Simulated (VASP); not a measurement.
# BN (P6_3/mmc) in VASP: notebook

The runs below take BN through single point, with PBEsol.

Program: VASP 6.6.1. These are calculated values, not measurements. Logs are shortened: lines on timing, memory, paths and dates and some standing lists are left out, and cuts for length are marked.

**1. The cell of the first run**

The structure is hexagonal, space group P6_3/mmc (No. 194). The conventional cell has a = 2.442 Å, b = 2.442 Å, c = 6.861 Å, α = 90.00°, β = 90.00°, γ = 120.00°. B (site symmetry -6m2) has 3 N at 1.41 Å within 1.9 Å. N (site symmetry -6m2) has 3 B at 1.41 Å within 1.9 Å.

**2. Single point, PBEsol (volume 8.860 Å^3 an atom, c/a of the conventional cell 2.8094)**

The input, INCAR:

```
  PREC = Accurate
  ENCUT = 520
  EDIFF = 1E-7
  ISMEAR = 0
  SIGMA = 0.05
  LREAL = False
  LASPH = True
  NELM = 100
  ALGO = Normal
  ISIF = 2
  LWAVE = False
  LCHARG = False
  GGA = PS
  NBANDS = 16
```

The input, KPOINTS:

```
regular mesh
0
Gamma
  12 12 4
```

The input, POSCAR:

```
BN
1.0
    2.4422122757      0.0000000000      0.0000000000
   -1.2211061379      2.1150178722      0.0000000000
    0.0000000000      0.0000000000      6.8611396944
B N
2 2
Direct
    0.3333333333      0.6666666667      0.2500000000
    0.6666666667      0.3333333333      0.7500000000
    0.3333333333      0.6666666667      0.7500000000
    0.6666666667      0.3333333333      0.2500000000
```

Potentials or basis: VASP PAW PBE potentials, release 64 (B, N).

Run with:

```console
$ cat potpaw_PBE.64/B/POTCAR potpaw_PBE.64/N/POTCAR > POTCAR
$ mpirun -np 1 vasp_std > vasp.out
```

OUTCAR:

```text
PREC = Accurate
   ENCUT = 520
   EDIFF = 1E-7
   ISMEAR = 0
   LREAL = False
   LASPH = True
   NELM = 100
   ISIF = 2
   GGA = PS

 ion  position               nearest neighbor table
   1  0.333  0.667  0.250-   4 1.41   4 1.41   4 1.41
   2  0.667  0.333  0.750-   3 1.41   3 1.41   3 1.41
   3  0.333  0.667  0.750-   2 1.41   2 1.41   2 1.41
   4  0.667  0.333  0.250-   1 1.41   1 1.41   1 1.41

  LATTYP: Found a hexagonal cell.
 ALAT       =     2.4422122757
 C/A-ratio  =     2.8093953022

  Lattice vectors:

 A1 = (   2.4422122757,   0.0000000000,   0.0000000000)
 A2 = (  -1.2211061379,   2.1150178722,   0.0000000000)
 A3 = (   0.0000000000,   0.0000000000,   6.8611396944)

Analysis of symmetry for initial positions (statically):
=====================================================================
 Subroutine PRICEL returns:
 Original cell was already a primitive cell.

 Routine SETGRP: Setting up the symmetry group for a
 hexagonal supercell.

 Subroutine GETGRP returns: Found 24 space group operations
 (whereof 12 operations were pure point group operations)
 out of a pool of 24 trial point group operations.

The static configuration has the point symmetry D_3d.
 The point group associated with its full space group is D_6h.

Analysis of symmetry for dynamics (positions and initial velocities):
=====================================================================
 Subroutine PRICEL returns:
 Original cell was already a primitive cell.

 Routine SETGRP: Setting up the symmetry group for a
 hexagonal supercell.

 Subroutine GETGRP returns: Found 24 space group operations
 (whereof 12 operations were pure point group operations)
 out of a pool of 24 trial point group operations.

The dynamic configuration has the point symmetry D_3d.
 The point group associated with its full space group is D_6h.

 Subroutine INISYM returns: Found 24 space group operations
 (whereof 12 operations are pure point group operations),
 and found     1 'primitive' translations

----------------------------------------------------------------------------------------

                                     Primitive cell

  volume of cell :      35.4400

[... 83 lines left out ...]
   PREC   = accura    normal or accurate (medium, high low for compatibility)
   ISTART =      0    job   : 0-new  1-cont  2-samecut
   ICHARG =      2    charge: 1-file 2-atom 10-const
   ISPIN  =      1    spin polarized calculation?
   LNONCOLLINEAR =      F non collinear calculations
   LSORBIT =      F    spin-orbit coupling
   LASPH  =      T    aspherical Exc in radial PAW
   ENCUT  =  520.0 eV  38.22 Ry    6.18 a.u.   4.54  4.54 12.76*2*pi/ulx,y,z
   NELM   =    100;   NELMIN=  2; NELMDL= -5     # of ELM steps
   EDIFF  = 0.1E-06   stopping-criterion for ELM
   LREAL  =      F    real-space projection
   EDIFFG = 0.1E-05   stopping-criterion for IOM
   NSW    =      0    number of steps for IOM
   IBRION =     -1    ionic relax: 0-MD 1-quasi-New 2-CG
   NFREE  =      0    steps in history (QN), initial steepest desc. (CG)
   ISIF   =      2    stress and relaxation
   ISYM   =      2    0-nonsym 1-usesym 2-fastsym
   POTIM  = 0.5000    time-step for ionic-motion
   TEBEG  =    0.0;   TEEND  =   0.0 temperature during run
   PSTRESS=    0.0 pullay stress
   NELECT =      16.0000    total number of electrons
   NUPDOWN=      -1.0000    fix difference up-down
   EMIN   =  10.00;   EMAX   =-10.00  energy-range for DOS
   EFERMI =   0.00;   METHOD = LEGACY
   ISMEAR =     0;   SIGMA  =   0.05  broadening in eV -4-tet -1-fermi 0-gaus
   EFERMI_NEDOS =   21; number of points for ismear=-14 and -15
   IALGO  =     38    algorithm
   IMIX   =      4    mixing-type and parameters
     AMIX     =   0.40;   BMIX     =  1.00
     AMIX_MAG =   1.60;   BMIX_MAG =  1.00
  volume/ion in A,a.u.               =       8.86        59.79
  Fermi-wavevector in a.u.,A,eV,Ry     =   1.255886  2.373281 21.459788  1.577250
  Thomas-Fermi vector in A             =   2.389621
   LORBIT       =      0    0 simple, 1 ext, 2 COOP (PROOUT), +10 PAW based schemes
   GGA     = PS    functional components
   LHFCALC =     F    Hartree Fock is set to
   AEXX    =    0.0000 exact exchange contribution
   IVDW    =     0    specifies the selected vdW correction
   LEPSILON=     F    determine dielectric tensor
   LRPA    =     F    only Hartree local field effects (RPA)
 non-spin polarized calculation
 Gauss-broadening in eV      SIGMA  =   0.05
  energy-cutoff  :      520.00
  volume of cell :       35.44
 maximum number of plane-waves:       979
   NGX =  9   NGY =  9   NGZ = 25

 number of electron      16.0000004 magnetization

 Free energy of the ion-electron system (eV)
  ---------------------------------------------------
  ext. energy  EPLUGINS =         0.00000000
  ---------------------------------------------------
  free energy    TOTEN  =       -36.40185311 eV

  energy without entropy =      -36.40185311  energy(sigma->0) =      -36.40185311

 E-fermi :   2.4847     XC(G=0): -10.2307

 val. band max:        2.2532701582   @ k =   0.3333   0.3333   0.5000
 cond. band min:       6.5923502273   @ k =   0.5000  -0.0000   0.0000
 fundamental gap:      4.3390800691
 Fermi energy:         2.4846598466

 k-point     1 :       0.0000    0.0000    0.0000
  band No.  band energies     occupation
      1     -15.9285      2.00000
      2     -15.6991      2.00000
      3      -4.2824      2.00000
      4      -2.4786      2.00000
      5       1.0411      2.00000
      6       1.0411      2.00000
[... 433 lines left out ...]
      3      -4.7823      2.00000
      4      -4.7432      2.00000
      5      -1.3898      2.00000
      6      -1.3613      2.00000
[... 8 lines left out ...]
     15      19.5296      0.00000
     16      21.4838      0.00000

 [... further k-points ...]
[... 5 lines left out ...]
  --------------------------------------------------------------------------------------
  -------------------------------------------------------------------------------------
  Total        6.6200336      6.6200336      0.0500670     -0.0000000     -0.0000000      0.0000000
  in kB      299.2795643    299.2795643      2.2634366     -0.0000000     -0.0000000      0.0000000
  external PRESSURE =     200.2741884 kB  Pullay stress =       0.0000000 kB

 VOLUME and BASIS-vectors are now :
 -----------------------------------------------------------------------------
  energy-cutoff  :      520.00
  volume of cell :       35.44
      direct lattice vectors                 reciprocal lattice vectors
     2.442212276  0.000000000  0.000000000     0.409464816  0.236404622  0.000000000
    -1.221106138  2.115017872  0.000000000     0.000000000  0.472809243  0.000000000
     0.000000000  0.000000000  6.861139694     0.000000000  0.000000000  0.145748381

 POSITION                                       TOTAL-FORCE (eV/Angst)
 -----------------------------------------------------------------------------------
     -0.00000      1.41001      1.71528        -0.000000      0.000000      0.000000
      1.22111      0.70501      5.14585         0.000000      0.000000      0.000000
     -0.00000      1.41001      5.14585         0.000000      0.000000      0.000000
      1.22111      0.70501      1.71528         0.000000     -0.000000      0.000000
 -----------------------------------------------------------------------------------
    total drift:                               -0.000000      0.000000      0.000000

  FREE ENERGIE OF THE ION-ELECTRON SYSTEM (eV)
  ---------------------------------------------------
  free  energy   TOTEN  =       -36.4018531088 eV

  energy  without entropy=      -36.4018531088  energy(sigma->0) =      -36.40185311
```

stdout:

```text
POSCAR found type information on POSCAR B N
 POSCAR found :  2 types and       4 ions
 scaLAPACK will be used
 -----------------------------------------------------------------------------
|                                                                             |
|                                                                             |
|     You enforced a specific xc type in the INCAR file but a different       |
|     I HOPE YOU KNOW WHAT YOU ARE DOING!                                     |
|                                                                             |
 -----------------------------------------------------------------------------

 LDA part: xc-table for (Slater+PW92), standard interpolation
 POSCAR, INCAR and KPOINTS ok, starting setup
 FFT: planning ... GRIDC
 FFT: planning ... GRID_SOFT
 FFT: planning ... GRID
 WAVECAR not read
 entering main loop
```

Run time: 34 s. Hardware: 1 thread of Intel Xeon Platinum 8259CL at 2.50GHz (Skylake/Cascade Lake), shared host; peak memory 0.15 GiB.

What came out:

| Property | Result |
| --- | --- |
| Free energy | -36.4019 eV |
| Pressure | 20.0 GPa |
| Band gap on the k mesh | 4.34 eV, indirect (least direct gap 4.77 eV) |

Stress tensor (GPa, compression positive):
```
29.93  0.00  0.00
 0.00 29.93  0.00
 0.00  0.00  0.23
```

Caveat: the PAW data sets were made with another functional, which shifts forces and pressure a little; this functional lacks dispersion, which binds the layers, so the pressure and a relaxed spacing across them are unreliable.

**3. Single point, PBEsol (volume 8.860 Å^3 an atom, c/a of the conventional cell 3.0939)**

The input, INCAR:

```
SYSTEM = BN
  ALGO = Normal
  EDIFF = 1E-7
  ENCUT = 520
  GGA = PS
  ISIF = 2
  ISMEAR = 0
  LASPH = .TRUE.
  LCHARG = .FALSE.
  LREAL = .FALSE.
  LWAVE = .FALSE.
  NBANDS = 16
  NELM = 60
  PREC = Accurate
  SIGMA = 0.05
```

The input, KPOINTS:

```
k-points
0
G
  12 12 4
  0 0 0
```

The input, POSCAR:

```
BN
1.0
    2.3649335169      0.0000000000      0.0000000000
   -1.1824667585      2.0480925039      0.0000000000
    0.0000000000      0.0000000000      7.3168678081
B N
2 2
Direct
    0.3333333333      0.6666666667      0.2500000000
    0.6666666667      0.3333333333      0.7500000000
    0.3333333333      0.6666666667      0.7500000000
    0.6666666667      0.3333333333      0.2500000000
```

Potentials or basis: VASP PAW PBE potentials, release 64 (B, N).

Run with:

```console
$ cat potpaw_PBE.64/B/POTCAR potpaw_PBE.64/N/POTCAR > POTCAR
$ mpirun -np 1 vasp_std > vasp.out
```

Wall time 36 s (1 thread of Intel Xeon Platinum 8259CL at 2.50GHz (Skylake/Cascade Lake), shared host); peak memory 0.15 GiB.

It converged, with:

| Item | Value |
| --- | --- |
| Free energy | -35.6786 eV |
| Pressure | 48.2 GPa |
| Band gap on the k mesh | 4.43 eV, indirect (least direct gap 5.03 eV) |

Stress tensor (GPa, compression positive):
```
72.54  0.00  0.00
 0.00 72.54  0.00
 0.00  0.00 -0.38
```

Levels at points of the mesh, in eV from the valence-band top:
```
           k point  band 5  band 6  band 7  band 8  band 9  band 10  band 11  band 12
(0.00, 0.00, 0.00)   -1.07   -1.07   -1.06   -1.06    4.43     9.08    13.02    13.02
(0.50, 0.00, 0.00)   -4.39   -4.37   -1.38   -0.84    4.61     5.55    10.90    11.85
(0.00, 0.00, 0.50)   -1.07   -1.07   -1.07   -1.07    6.35     6.35    13.04    13.04
(0.50, 0.00, 0.50)   -4.38   -4.38   -1.11   -1.11    4.98     4.98    11.54    11.54
```

Caveat: the PAW data sets were made with another functional, which shifts forces and pressure a little; this functional lacks dispersion, which binds the layers, so the pressure and a relaxed spacing across them are unreliable. A k mesh can miss the band edges.

**4. Single point, PBEsol (volume 8.860 Å^3 an atom, c/a of the conventional cell 2.9482)**

The input, INCAR:

```
  PREC = Accurate
  ENCUT = 520
  EDIFF = 1E-7
  ISMEAR = 0
  SIGMA = 0.05
  LREAL = False
  LASPH = True
  NELM = 100
  ALGO = Normal
  ISIF = 2
  LWAVE = False
  LCHARG = False
  GGA = PS
  NBANDS = 16
```

The input, KPOINTS:

```
regular mesh
0
Gamma
  12 12 4
```

The input, POSCAR:

```
BN
1.0
    2.4032671300      0.0000000000      0.0000000000
   -1.2016335650      2.0812903866      0.0000000000
    0.0000000000      0.0000000000      7.0853121526
B N
2 2
Direct
    0.3333333333      0.6666666667      0.2500000000
    0.6666666667      0.3333333333      0.7500000000
    0.3333333333      0.6666666667      0.7500000000
    0.6666666667      0.3333333333      0.2500000000
```

Run with:

```console
$ cat potpaw_PBE.64/B/POTCAR potpaw_PBE.64/N/POTCAR > POTCAR
$ mpirun -np 1 vasp_std > vasp.out
```

It took 34 s on 1 thread of Intel Xeon Platinum 8259CL at 2.50GHz (Skylake/Cascade Lake), shared host; peak memory 0.15 GiB.

It converged, with:

```yaml
Free_energy: -36.1171 eV
Pressure: 33.6 GPa
Band_gap_on_the_k_mesh: 4.47 eV, indirect (least direct gap 4.90 eV)
```

Stress tensor (GPa, compression positive):
```
50.49  0.00  0.00
 0.00 50.49  0.00
 0.00  0.00 -0.16
```

Levels at points of the mesh, in eV from the valence-band top:
| k point | band 6 | band 7 | band 8 | band 9 | band 10 | band 11 |
| --- | --- | --- | --- | --- | --- | --- |
| (0.00, 0.00, 0.00) | -1.15 | -1.13 | -1.13 | 4.62 | 9.53 | 12.58 |
| (0.50, 0.00, 0.00) | -4.29 | -1.39 | -0.72 | 4.47 | 5.57 | 10.49 |
| (0.00, 0.00, 0.50) | -1.14 | -1.14 | -1.14 | 6.72 | 6.72 | 12.61 |
| (0.50, 0.00, 0.50) | -4.30 | -1.05 | -1.05 | 4.89 | 4.89 | 11.08 |

Caveat: the PAW data sets were made with another functional, which shifts forces and pressure a little; this functional lacks dispersion, which binds the layers, so the pressure and a relaxed spacing across them are unreliable. A k mesh can miss the band edges.

**5. Single point, PBEsol (volume 8.860 Å^3 an atom, c/a of the conventional cell 2.5510)**

The input, INCAR:

```
SYSTEM = BN
PREC     = Accurate       ! precision mode
ENCUT    = 520            ! plane-wave cutoff, eV
EDIFF    = 1E-6           ! SCF threshold, eV
ISMEAR   = 0              ! smearing method
SIGMA    = 0.05           ! smearing width, eV
LREAL    = .FALSE.        ! projectors in reciprocal space
LASPH    = .TRUE.         ! aspherical terms in the spheres
NELM     = 100            ! most SCF steps
ALGO     = Normal         ! electronic algorithm
ISIF     = 2              ! what is computed and relaxed
LWAVE    = .FALSE.        ! write WAVECAR
LCHARG   = .FALSE.        ! write CHGCAR
GGA      = PS             ! functional
NBANDS   = 16             ! bands
```

The input, KPOINTS:

```
regular mesh
0
G
  12 12 4
  0 0 0
```

The input, POSCAR:

```
BN
1.0
    2.5220336354      0.0000000000      0.0000000000
   -1.2610168177      2.1841451975      0.0000000000
    0.0000000000      0.0000000000      6.4337078040
B N
2 2
Direct
    0.3333333333      0.6666666667      0.2500000000
    0.6666666667      0.3333333333      0.7500000000
    0.3333333333      0.6666666667      0.7500000000
    0.6666666667      0.3333333333      0.2500000000
```

Run with:

```console
$ cat potpaw_PBE.64/B/POTCAR potpaw_PBE.64/N/POTCAR > POTCAR
$ mpirun -np 1 vasp_std > vasp.out
```

Run time: 33 s. Hardware: 1 thread of Intel Xeon Platinum 8259CL at 2.50GHz (Skylake/Cascade Lake), shared host; peak memory 0.15 GiB.

Results (log left out):

```
Free energy            : -36.5466 eV
Pressure               : -4.1 GPa
Band gap on the k mesh : 4.05 eV, indirect (least direct gap 4.43 eV)
```

Stress tensor (GPa, compression positive):
```
-6.92  0.00  0.00
 0.00 -6.92  0.00
 0.00  0.00  1.61
```

Levels at points of the mesh, in eV from the valence-band top:
```tsv
k point	band 6	band 7	band 8	band 9	band 10	band 11
(0.00, 0.00, 0.00)	-1.37	-1.32	-1.32	5.22	10.43	11.27
(0.50, 0.00, 0.00)	-4.06	-1.60	-0.37	4.05	5.66	9.25
(0.00, 0.00, 0.50)	-1.34	-1.34	-1.34	7.77	7.77	11.35
(0.50, 0.00, 0.50)	-4.10	-0.95	-0.95	4.56	4.56	9.62
```

Caveat: the PAW data sets were made with another functional, which shifts forces and pressure a little; this functional lacks dispersion, which binds the layers, so the pressure and a relaxed spacing across them are unreliable. A k mesh can miss the band edges.

**6. Single point, PBEsol (volume 8.860 Å^3 an atom, c/a of the conventional cell 2.6771)**

The input, INCAR:

```
PREC = Accurate
ENCUT = 520
EDIFF = 1E-6
ISMEAR = 0
SIGMA = 0.05
LREAL = F
LASPH = T
NELM = 80
ALGO = Normal
ISIF = 2
LWAVE = F
LCHARG = F
GGA = PS
NBANDS = 16
```

The input, KPOINTS:

```
regular mesh
0
Gamma
  12 12 4
```

The input, POSCAR:

```
BN
1.0
    2.4817964699      0.0000000000      0.0000000000
   -1.2408982350      2.1492987899      0.0000000000
    0.0000000000      0.0000000000      6.6440173295
B N
2 2
Direct
    0.3333333333      0.6666666667      0.2500000000
    0.6666666667      0.3333333333      0.7500000000
    0.3333333333      0.6666666667      0.7500000000
    0.6666666667      0.3333333333      0.2500000000
```

Potentials or basis: VASP PAW PBE potentials, release 64 (B, N).

Run with:

```console
$ cat potpaw_PBE.64/B/POTCAR potpaw_PBE.64/N/POTCAR > POTCAR
$ mpirun -np 1 vasp_std > vasp.out
```

It used 22 s of CPU time on 1 thread of Intel(R) Xeon(R) Platinum 8259CL CPU @ 2.50GHz (Skylake/Cascade Lake), with other jobs on the host.

The run converged. Its results:

```
Free energy            : -36.5422 eV
Pressure               : 7.5 GPa
Band gap on the k mesh : 4.21 eV, indirect (least direct gap 4.65 eV)
```

Stress tensor (GPa, compression positive):
```
10.80  0.00  0.00
 0.00 10.80  0.00
 0.00  0.00  0.80
```

Levels at points of the mesh, in eV from the valence-band top:
```
           k point  band 5  band 6  band 7  band 8  band 9  band 10  band 11  band 12
(0.00, 0.00, 0.00)   -1.27   -1.27   -1.24   -1.24    5.05    10.26    11.73    11.73
(0.50, 0.00, 0.00)   -4.17   -4.11   -1.48   -0.46    4.21     5.64     9.69    10.18
(0.00, 0.00, 0.50)   -1.25   -1.25   -1.25   -1.25    7.48     7.48    11.79    11.79
(0.50, 0.00, 0.50)   -4.14   -4.14   -0.95   -0.95    4.70     4.70    10.13    10.13
```

Caveat: the PAW data sets were made with another functional, which shifts forces and pressure a little; this functional lacks dispersion, which binds the layers, so the pressure and a relaxed spacing across them are unreliable. A k mesh can miss the band edges.

**7. Overview**

| cell | gap on the mesh (eV) | pressure (GPa) |
| --- | --- | --- |
| a = 2.442, b = 2.442, c = 6.861 Å, angles 90.0, 90.0, 120.0°, 4 atoms | 4.34 | 20.0 |
| a = 2.365, b = 2.365, c = 7.317 Å, angles 90.0, 90.0, 120.0°, 4 atoms | 4.43 | 48.2 |
| a = 2.403, b = 2.403, c = 7.085 Å, angles 90.0, 90.0, 120.0°, 4 atoms | 4.47 | 33.6 |
| a = 2.522, b = 2.522, c = 6.434 Å, angles 90.0, 90.0, 120.0°, 4 atoms | 4.05 | -4.1 |
| a = 2.482, b = 2.482, c = 6.644 Å, angles 90.0, 90.0, 120.0°, 4 atoms | 4.21 | 7.5 |

Alike in all rows: task single point; level PBEsol; potentials or basis VASP PAW PBE potentials, release 64 (B, N); no spin polarisation; k mesh 12 × 12 × 4; cutoff (eV) 520; smearing gaussian 0.05 eV.

Caveats: the PAW data sets were made with another functional, which shifts forces and pressure a little; this functional lacks dispersion, which binds the layers, so the pressure and a relaxed spacing across them are unreliable.

Absolute energies hang on the potentials; compare differences alone.
